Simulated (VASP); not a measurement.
# Al2Ga3Sb3 (P1) in VASP: single point with PBE

Aim: the single point of Al2Ga3Sb3 with PBE.

All numbers are computed with VASP 6.6.1; they aren't measurements. Logs are shortened: lines on timing, memory, paths and dates and some standing lists are left out, and cuts for length are marked.

## (1) The cell of the first run

The typed cell holds 8 atoms: a = 4.355 Å, b = 4.354 Å, c = 12.293 Å, α = 89.74°, β = 90.09°, γ = 90.03°.

## (2) Single point, PBE

File INCAR:

```
SYSTEM = Al2Ga3Sb3
PREC = Accurate ; ENCUT = 520
EDIFF = 1E-6 ; ISMEAR = 0
SIGMA = 0.2 ; LREAL = .False.
LASPH = .True. ; NELM = 100
ALGO = Fast ; ISIF = 2
LWAVE = .False. ; LCHARG = .False.
GGA = PE ; NBANDS = 40
```

File KPOINTS:

```
Automatic mesh
0
Gamma
  6 6 2
  0 0 0
```

File POSCAR:

```
Al2Ga3Sb3
1.0
    4.3548542012     -0.0012442326     -0.0049476950
   -0.0013619163      4.3541330596      0.0103815104
   -0.0062148540      0.0267025445     12.2934615925
Al Ga Sb
2 3 3
Direct
    0.4997211908      0.0022414683      0.8718725774
    0.0003874463      0.4992945280      0.1281293916
    0.9994047321      0.4980174767      0.6139107038
    0.0001227736      0.0010823405      0.4999903256
    0.4991595514     -0.0035857606      0.3861589419
    0.5009571013      0.4983055694      0.2568284880
    0.4999907486      0.5038605914      0.7431256911
    0.0002564558      0.0007837865      0.9999838805
```

Potentials or basis: VASP PAW PBE potentials, release 64 (Al, Ga_d, Sb).

The run is started by

```
> cat potpaw_PBE.64/Al/POTCAR potpaw_PBE.64/Ga_d/POTCAR potpaw_PBE.64/Sb/POTCAR > POTCAR
> mpirun -np 1 vasp_std > vasp.out
```

OUTCAR:

```text
SYSTEM = Al2Ga3Sb3
   PREC = Accurate
   ENCUT = 520
   EDIFF = 1E-6
   ISMEAR = 0
   LREAL = .False.
   LASPH = .True.
   NELM = 100
   ISIF = 2
   GGA = PE

 ion  position               nearest neighbor table
   1  0.500  0.002  0.872-   8 2.69   8 2.69   7 2.69   7 2.69
   2  0.000  0.499  0.128-   8 2.69   8 2.69   6 2.69   6 2.69
   3  0.999  0.498  0.614-   4 2.58   4 2.59   7 2.70   7 2.70
   4  0.000  0.001  0.500-   3 2.58   5 2.59   5 2.59   3 2.59
   5  0.499  0.996  0.386-   4 2.59   4 2.59   6 2.70   6 2.70
   6  0.501  0.498  0.257-   2 2.69   2 2.69   5 2.70   5 2.70
   7  0.500  0.504  0.743-   1 2.69   1 2.69   3 2.70   3 2.70
   8  0.000  0.001  1.000-   2 2.69   1 2.69   1 2.69   2 2.69

  LATTYP: Found a triclinic cell.
 ALAT       =    12.2934921636
 B/A-ratio  =     0.3541829767
 C/A-ratio  =     0.3542408562
 COS(alpha) =     0.0006012054
 COS(beta)  =     0.0016422901
 COS(gamma) =     0.0045565156

  Lattice vectors:

 A1 = (  -0.0062148540,   0.0267025445,  12.2934615925)
 A2 = (  -0.0013619163,   4.3541330596,   0.0103815104)
 A3 = (  -4.3548542012,   0.0012442326,   0.0049476950)

Analysis of symmetry for initial positions (statically):
=====================================================================
 Subroutine PRICEL returns:
 Original cell was already a primitive cell.

 Routine SETGRP: Setting up the symmetry group for a
 triclinic supercell.

 Subroutine GETGRP returns: Found  1 space group operations
 (whereof  1 operations were pure point group operations)
 out of a pool of  2 trial point group operations.

The static configuration has the point symmetry C_1 .

Analysis of symmetry for dynamics (positions and initial velocities):
=====================================================================
 Subroutine PRICEL returns:
 Original cell was already a primitive cell.

 Routine SETGRP: Setting up the symmetry group for a
 triclinic supercell.

 Subroutine GETGRP returns: Found  1 space group operations
 (whereof  1 operations were pure point group operations)
 out of a pool of  2 trial point group operations.

The dynamic configuration has the point symmetry C_1 .

 Subroutine INISYM returns: Found  1 space group operations
[... 110 lines left out ...]
   LREAL  =      F    real-space projection
   EDIFFG = 0.1E-04   stopping-criterion for IOM
   NSW    =      0    number of steps for IOM
   IBRION =     -1    ionic relax: 0-MD 1-quasi-New 2-CG
   NFREE  =      0    steps in history (QN), initial steepest desc. (CG)
   ISIF   =      2    stress and relaxation
   ISYM   =      2    0-nonsym 1-usesym 2-fastsym
   POTIM  = 0.5000    time-step for ionic-motion
   TEBEG  =    0.0;   TEEND  =   0.0 temperature during run
   PSTRESS=    0.0 pullay stress
   NELECT =      60.0000    total number of electrons
   NUPDOWN=      -1.0000    fix difference up-down
   EMIN   =  10.00;   EMAX   =-10.00  energy-range for DOS
   EFERMI =   0.00;   METHOD = LEGACY
   ISMEAR =     0;   SIGMA  =   0.20  broadening in eV -4-tet -1-fermi 0-gaus
   EFERMI_NEDOS =   21; number of points for ismear=-14 and -15
   IALGO  =     68    algorithm
   IMIX   =      4    mixing-type and parameters
     AMIX     =   0.40;   BMIX     =  1.00
     AMIX_MAG =   1.60;   BMIX_MAG =  1.00
  volume/ion in A,a.u.               =      29.14       196.63
  Fermi-wavevector in a.u.,A,eV,Ry     =   1.041381  1.967924 14.755166  1.084474
  Thomas-Fermi vector in A             =   2.175999
   LORBIT       =      0    0 simple, 1 ext, 2 COOP (PROOUT), +10 PAW based schemes
   GGA     = PE    functional components
   LHFCALC =     F    Hartree Fock is set to
   AEXX    =    0.0000 exact exchange contribution
   IVDW    =     0    specifies the selected vdW correction
   LEPSILON=     F    determine dielectric tensor
   LRPA    =     F    only Hartree local field effects (RPA)
 non-spin polarized calculation
 RMM-DIIS sequential band-by-band and
 Gauss-broadening in eV      SIGMA  =   0.20
  energy-cutoff  :      520.00
  volume of cell :      233.10
 maximum number of plane-waves:      6326
   NGX = 17   NGY = 17   NGZ = 45

 number of electron      60.0000046 magnetization

 Free energy of the ion-electron system (eV)
  ---------------------------------------------------
  ext. energy  EPLUGINS =         0.00000000
  ---------------------------------------------------
  free energy    TOTEN  =       -28.79888136 eV

  energy without entropy =      -28.73548274  energy(sigma->0) =      -28.76718205

 E-fermi :   3.7859     XC(G=0):  -8.7473

 val. band max:        3.7764959294   @ k =   0.5000   0.1667   0.5000
 cond. band min:       3.8192509891   @ k =   0.5000  -0.0000   0.0000
 fundamental gap:      0.0427550597
 Fermi energy:         3.7859061549

 k-point     1 :       0.0000    0.0000    0.0000
  band No.  band energies     occupation
      1     -10.7456      2.00000
      2     -10.7446      2.00000
      3     -10.7378      2.00000
      4     -10.6935      2.00000
      5     -10.6757      2.00000
      6     -10.5984      2.00000
[... 1021 lines left out ...]
     39       8.0521      0.00000
     40       8.3289      0.00000

 [... further k-points ...]

------------------------ aborting loop because EDIFF is reached ----------------------------------------

  FORCE on cell =-STRESS in cart. coord.  units (eV):
  Direction    XX          YY          ZZ          XY          YZ          ZX
  --------------------------------------------------------------------------------------
  -------------------------------------------------------------------------------------
  Total        0.0678281      0.0788957      0.1218788      0.0091129     -0.0251084      0.0184320
  in kB        0.4662010      0.5422715      0.8377065      0.0626354     -0.1725770      0.1266882
  external PRESSURE =       0.6153930 kB  Pullay stress =       0.0000000 kB

 VOLUME and BASIS-vectors are now :
 -----------------------------------------------------------------------------
  energy-cutoff  :      520.00
  volume of cell :      233.10
      direct lattice vectors                 reciprocal lattice vectors
     4.354854201 -0.001244233 -0.004947695     0.229628965  0.000071549  0.000115932
    -0.001361916  4.354133060  0.010381510     0.000065052  0.229668054 -0.000498828
    -0.006214854  0.026702545 12.293461592     0.000092363 -0.000193920  0.081344522

 POSITION                                       TOTAL-FORCE (eV/Angst)
 -----------------------------------------------------------------------------------
      2.17079      0.03242     10.71588         0.001006      0.000692     -0.000559
      0.00021      2.17742      1.58034         0.001252     -0.000520      0.000212
      4.34777      2.18358      7.54731        -0.001983      0.000132     -0.022090
     -0.00257      0.01806      6.14662         0.000268      0.000330     -0.000574
      2.17001      4.34821      4.75510         0.001061     -0.001216      0.019386
      2.17932      2.17592      3.16001         0.000579     -0.001679      0.002085
      2.17208      2.21310      9.13834        -0.001351      0.001349      0.001563
     -0.00510      0.03011     12.29327        -0.000833      0.000913     -0.000023
 -----------------------------------------------------------------------------------
    total drift:                                0.000990      0.001599     -0.000278

  FREE ENERGIE OF THE ION-ELECTRON SYSTEM (eV)
  ---------------------------------------------------
  free  energy   TOTEN  =       -28.7988813620 eV

  energy  without entropy=      -28.7354827372  energy(sigma->0) =      -28.76718205
```

stdout:

```text
POSCAR found type information on POSCAR AlGaSb
 POSCAR found :  3 types and       8 ions
 scaLAPACK will be used
 LDA part: xc-table for (Slater+PW92), standard interpolation
 POSCAR, INCAR and KPOINTS ok, starting setup
 FFT: planning ... GRIDC
 FFT: planning ... GRID_SOFT
 FFT: planning ... GRID
 WAVECAR not read
 entering main loop
```

It took 5 min on 1 thread of Intel Xeon Platinum 8259CL at 2.50GHz (Skylake/Cascade Lake), shared host; peak memory 0.51 GiB.

Results:

```yaml
Free_energy: -28.7989 eV
Pressure: 0.1 GPa
Largest_force: 0.022 eV/Å
Band_gap_on_the_k_mesh: zero (bands 30 and 31 overlap by 2.05 eV)
```

Forces in eV/Å, atoms in the order of the input:
```
Al   0.001  0.001 -0.001
Al   0.001 -0.001  0.000
Ga  -0.002  0.000 -0.022
Ga   0.000  0.000 -0.001
Ga   0.001 -0.001  0.019
Sb   0.001 -0.002  0.002
Sb  -0.001  0.001  0.002
Sb  -0.001  0.001  0.000
```

Levels at points of the mesh, in eV from the Fermi level:
| k point | band 26 | band 27 | band 28 | band 29 | band 30 | band 31 | band 32 | band 33 | band 34 | band 35 |
| --- | --- | --- | --- | --- | --- | --- | --- | --- | --- | --- |
| (0.00, 0.00, 0.00) | -1.10 | -0.69 | -0.69 | 0.65 | 1.17 | 1.17 | 1.33 | 1.57 | 1.74 | 2.20 |
| (0.50, 0.00, 0.00) | -0.86 | -0.77 | -0.56 | -0.37 | 0.03 | 0.91 | 1.34 | 1.62 | 2.67 | 3.00 |
| (0.00, 0.50, 0.00) | -0.86 | -0.77 | -0.56 | -0.37 | 0.04 | 0.90 | 1.34 | 1.63 | 2.67 | 3.00 |
| (0.50, 0.50, 0.00) | -2.55 | -2.46 | -2.01 | -1.42 | -1.42 | -0.74 | 1.53 | 1.73 | 1.74 | 1.83 |
| (0.00, 0.00, 0.50) | -1.16 | -0.76 | -0.35 | -0.35 | 0.88 | 0.88 | 1.51 | 1.62 | 2.25 | 2.38 |
| (0.50, 0.00, 0.50) | -1.13 | -0.86 | -0.76 | -0.73 | -0.56 | 0.90 | 2.20 | 2.31 | 2.40 | 2.89 |
| (0.00, 0.50, 0.50) | -1.13 | -0.86 | -0.77 | -0.73 | -0.57 | 0.90 | 2.20 | 2.31 | 2.41 | 2.89 |
| (0.50, 0.50, 0.50) | -2.42 | -2.33 | -2.29 | -1.62 | -1.62 | -0.88 | 2.18 | 2.54 | 2.56 | 2.59 |

Caveat: spin-orbit coupling is left out, which moves the levels of the heavy elements.
